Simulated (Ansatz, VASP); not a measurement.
**Sb: VASP beside Ansatz**

```
CELL_PARAMETERS angstrom
5.34575 0.00000 0.00000
-2.67288 4.62956 0.00000
0.00000 0.00000 3.19063
ATOMIC_POSITIONS crystal
Sb 0.00000 0.00000 0.00000
Sb 0.33333 0.66667 0.50000
Sb 0.66667 0.33333 0.50000
```

Alike in both runs: functional PBEsol; k mesh 7 × 7 × 10; occupations fermi-dirac, width 0.1 eV; no spin polarisation.

Ansatz relaxed the structure, and its values are those at the end. VASP's run is a single point on that final structure, the one shown.

```csv
,VASP,Ansatz
version,VASP 6.6.1,Ansatz 0.2.0
potentials or method,"VASP PAW PBE potentials, release 64 (Sb), cutoff 520 eV","plane waves (420 eV) with PAW, scalar-relativistic"
valence electrons in the cell,15,45
```

```tsv
	VASP	Ansatz	Ansatz less VASP
pressure (GPa)	0.0	0.0	-0.01
```

VASP's potentials were made for PBE, not for PBEsol, and Ansatz warns of the same on its side. VASP's potentials hold 15 valence electrons a cell and Ansatz's 45, so a difference there can come from the potentials and not from the codes.

Neither program's run includes spin-orbit coupling.
